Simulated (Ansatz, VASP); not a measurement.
Ta2N in VASP and in Ansatz

```
Ta N
1.0
     3.11286    0.00000    0.00000
    -1.55643    2.69582    0.00000
     0.00000    0.00000    4.86984
Ta N
2 1
Direct
  0.33333 0.66667 0.25471
  0.66667 0.33333 0.74529
  0.00000 0.00000 0.00000
```

Alike in both runs: functional PBEsol; k mesh 7 × 7 × 5; occupations fermi-dirac, width 0.05 eV; non-collinear spin, spin-orbit coupling.

|  | VASP | Ansatz |
| --- | --- | --- |
| version | VASP 6.6.1 | Ansatz 0.2.0 |
| potentials or method | VASP PAW PBE potentials, release 64 (Ta_pv, N) | Ansatz PAW |
| plane-wave cutoff (eV) | 520 | 420 |
| valence electrons in the cell | 27 | 31 |
| task | single point | band structure |

```tsv
	VASP	Ansatz	Ansatz less VASP
pressure (GPa)	-8.2	-9.3	-1.11
traceless stress, the component that is largest in VASP (GPa)	-0.36	-0.13	+0.224
rms of the force components (eV/Å)	0.098	0.124	+0.0260
net moment per atom (μB)	0.00	0.00	0.000
```

VASP's potentials were made for PBE, not for PBEsol. Atom by atom the forces differ by 0.026 eV/Å (rms over components). VASP's potentials hold 27 valence electrons a cell and Ansatz's 31, so a difference there can come from the potentials and not from the codes.
